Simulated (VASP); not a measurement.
Wanted: the native input for a VASP 6.6.1 run.

- Task: relaxation of cell and atoms
- Functional: PBE
- Potentials or basis: VASP PAW PBE potentials, release 64 (Mo_sv)
- Cutoff: 600 eV
- k mesh: 15 × 15 × 15
- Occupations: fermi-dirac, width 0.1 eV
- Spin: no spin polarisation
- Target pressure: 380 GPa
- Dipole correction: no
- Further INCAR settings: ALGO = Normal; EDIFF = 1e-06; IBRION = 2; EDIFFG = -0.005; NSW = 60; ISIF = 3

The structure of Mo lies in POSCAR:

```
Mo
1.0
    0.0000000000      2.1652119468      2.1652119468
    2.1652119468      0.0000000000      2.1652119468
    2.1652119468      2.1652119468      0.0000000000
Mo
2
Direct
   -0.1250000000     -0.1250000000     -0.1250000000
    0.1250000000      0.1250000000      0.1250000000
```

This isn't the form of Mo at room conditions, which is bcc.

One way to write it, as run:

INCAR

```
ALGO = Normal
EDIFF = 1E-6
EDIFFG = -0.005
ENCUT = 600
GGA = PE
IBRION = 2
ISIF = 3
ISMEAR = -1
LASPH = True
LCHARG = False
LREAL = False
LWAVE = False
NELM = 60
NSW = 60
PREC = Accurate
PSTRESS = 3800.0
SIGMA = 0.1
```

KPOINTS

```
k-points
0
Gamma
  15 15 15
```

Potentials or basis: VASP PAW PBE potentials, release 64 (Mo_sv).

Launch:

```console
$ cat potpaw_PBE.64/Mo_sv/POTCAR > POTCAR
$ mpirun -np 1 vasp_std > vasp.out
```

Results of the run:

The relaxed volume is 11.02 Å³/atom. The relaxed cell is a = 3.147 Å, b = 3.147 Å, c = 3.147 Å, α = 60.00°, β = 60.00°, γ = 60.00°, the space group after relaxing (to 0.1 Å) is Fd-3m (No. 227) and the energy change on relaxing (the run minimises the enthalpy) is -2382.7 meV/atom. The ionic steps are 5. The pressure after relaxing is 380.0 GPa and the band gap on the k mesh is zero (bands 14 and 15 overlap by 2.11 eV).

Caveat: the cell is relaxed towards a set pressure, so the run minimises the enthalpy, not the energy; atoms lie so close that the PAW spheres overlap strongly, which falsifies energies and pressures.

Wall time 3.2 min on 1 thread of Intel Xeon 8259CL, on a shared host, peak memory 0.18 GiB.
